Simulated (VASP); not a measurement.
Set up this calculation in VASP 6.6.1, as the native input.

```yaml
Task: relaxation of shape and atoms at fixed volume
Functional: PBE
Potentials_or_basis: VASP PAW PBE potentials, release 64 (Ti_sv, B)
Cutoff: 600 eV
k_mesh: 15 × 15 × 14
Occupations: gaussian, width 0.1 eV
Spin: no spin polarisation
Dipole_correction: no
Further_INCAR_settings: ALGO = Normal; EDIFF = 1e-06; IBRION = 2; EDIFFG = -0.01; NSW = 50; ISIF = 4
```

The structure of TiB2 lies in POSCAR:

```
TiB2
1.0
    2.9743361514      0.0000000000      0.0000000000
   -1.4871680757      2.5758506665      0.0000000000
    0.0000000000      0.0000000000      3.1488419441
Ti B
1 2
Direct
    0.0000000000      0.0000000000      0.0000000000
    0.3333333333      0.6666666667      0.5000000000
    0.6666666667      0.3333333333      0.5000000000
```

This cell differs from its parent crystal: volume scaled by 0.94.

The input as run:

INCAR

```
PREC     = Accurate       # precision mode
ENCUT    = 600            # plane-wave cutoff, eV
EDIFF    = 1E-6           # SCF threshold, eV
ISMEAR   = 0              # smearing method
SIGMA    = 0.1            # smearing width, eV
LREAL    = False          # projectors in reciprocal space
LASPH    = True           # aspherical terms in the spheres
NELM     = 60             # most SCF steps
ALGO     = Normal         # electronic algorithm
ISIF     = 4              # what is computed and relaxed
LWAVE    = False          # write WAVECAR
LCHARG   = False          # write CHGCAR
GGA      = PE             # functional
IBRION   = 2              # ionic algorithm
NSW      = 50             # ionic steps
EDIFFG   = -0.01          # ionic threshold
```

KPOINTS

```
regular mesh
0
Gamma
  15 15 14
```

Potentials or basis: VASP PAW PBE potentials, release 64 (Ti_sv, B).

Launch:

```console
$ cat potpaw_PBE.64/Ti_sv/POTCAR potpaw_PBE.64/B/POTCAR > POTCAR
$ mpirun -np 1 vasp_std > vasp.out
```

It gave:

```json
{"Energy gained by relaxing": "0.1 meV/atom", "Ionic steps": "2", "Pressure after relaxing": "17.7 GPa", "Band gap on the k mesh": "zero (band 9 reaches 11.08 eV, above the bottom of band 10 at 10.43 eV)"}
```

Run time: 110 s on 1 thread of Intel Xeon 8259CL, with other jobs on the host, peak memory 0.22 GiB.
